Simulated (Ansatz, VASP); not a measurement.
Ru in VASP and in Ansatz

File INCAR:

```
  PREC = Accurate
  ENCUT = 520
  EDIFF = 1E-6
  ISMEAR = 0
  SIGMA = 0.15
  LREAL = F
  LASPH = T
  NELM = 60
  ALGO = Fast
  ISIF = 2
  LWAVE = F
  LCHARG = F
  GGA = PS
  NBANDS = 21
```

File KPOINTS:

```
Automatic mesh
0
Gamma
  24 24 14
```

POSCAR

```
Ru
1.0
    2.6222858996      0.0000000000      0.0000000000
   -1.3111429498      2.2709662050      0.0000000000
    0.0000000000      0.0000000000      4.4645169983
Ru
2
Direct
    0.3333333333      0.6666666667      0.2500000000
    0.6666666667      0.3333333333      0.7500000000
```

Input for Ansatz:

```yaml
crystal:
  lattice:
    - [2.6222858996, 0.0, 0.0]
    - [-1.3111429498, 2.270966205, 0.0]
    - [0.0, 0.0, 4.4645169983]
  atoms:
    - { symbol: Ru, position: [0.3333333333, 0.6666666667, 0.25] }
    - { symbol: Ru, position: [0.6666666667, 0.3333333333, 0.75] }
basis:
  ecutwfc: 420
kpoints:
  mp_grid: { grid: [24, 24, 14] }
hamiltonian:
  xc: pbesol
scf:
  occupations: { method: gaussian, width: 0.15 }
output:
  forces: true
  stress: true
  eigenvalues: true
```

Change from the starting cell: strain -0.025 along x and y, +0.050 along z, atoms carried along.

Alike in both runs: task single point; functional PBEsol; k mesh 24 × 24 × 14; occupations gaussian, width 0.15 eV; no spin polarisation.

|  | VASP | Ansatz |
| --- | --- | --- |
| version | VASP 6.6.1 | Ansatz 0.2.0 |
| potentials or method | VASP PAW PBE potentials, release 64 (Ru_pv), cutoff 520 eV | scalar-relativistic, plane waves, PAW |
| valence electrons in the cell | 28 | 32 |

Ansatz gave:

| Item | Value |
| --- | --- |
| gap on the k mesh at the Fermi level (eV) | none |
| pressure (GPa) | 2.0 |
| traceless stress, the component that is largest in VASP (GPa) | -25.19 |

**Question.** What did VASP give for the same quantities?

**Answer.** gap on the k mesh at the Fermi level (eV): none; pressure (GPa): 2.0; traceless stress, the component that is largest in VASP (GPa): -25.18.

VASP's potentials were made for PBE, not for PBEsol. A gap of «none» marks a metal or a gap that the smearing closes. VASP's potentials hold 28 valence electrons a cell and Ansatz's 32, so a difference there can come from the potentials and not from the codes.
